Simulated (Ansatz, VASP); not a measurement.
Zn4SeO3: VASP beside Ansatz

```
Zn Se O
1.0
     4.89671    0.00000    0.00000
     0.00000    4.89671    0.00000
     0.00000    0.00000    4.89671
Zn Se O
4 1 3
Direct
  0.27771 0.27771 0.27771
  0.27771 0.72229 0.72229
  0.72229 0.27771 0.72229
  0.72229 0.72229 0.27771
  0.00000 0.00000 0.00000
  0.50000 0.50000 0.00000
  0.50000 0.00000 0.50000
  0.00000 0.50000 0.50000
```

Change from the starting cell: species swapped into the Ga4BiAs3 type (P-43m, No. 215).

Alike in both runs: task relaxation of cell and atoms; functional PBE; k mesh 6 × 6 × 6; occupations gaussian, width 0.1 eV; no spin polarisation.

|  | VASP | Ansatz |
| --- | --- | --- |
| version | VASP 6.6.1 | Ansatz 0.2.0 |
| potentials or method | VASP PAW PBE potentials, release 64 (Zn, Se, O), cutoff 600 eV | scalar-relativistic, plane waves, PAW |
| valence electrons in the cell | 72 | 82 |

|  | VASP | Ansatz | Ansatz less VASP |
| --- | --- | --- | --- |
| gap on the k mesh at the Fermi level, each at its own relaxed structure (eV) | none | none | - |
| relaxed volume (Å³/atom) | 14.70 | 14.64 | -0.063 |
| relaxed cell length with the largest relative difference (Å) | 4.899 | 4.892 | -0.0070 |

A gap of «none» marks a metal or a gap that the smearing closes. VASP's potentials hold 72 valence electrons a cell and Ansatz's 82, so a difference there can come from the potentials and not from the codes.
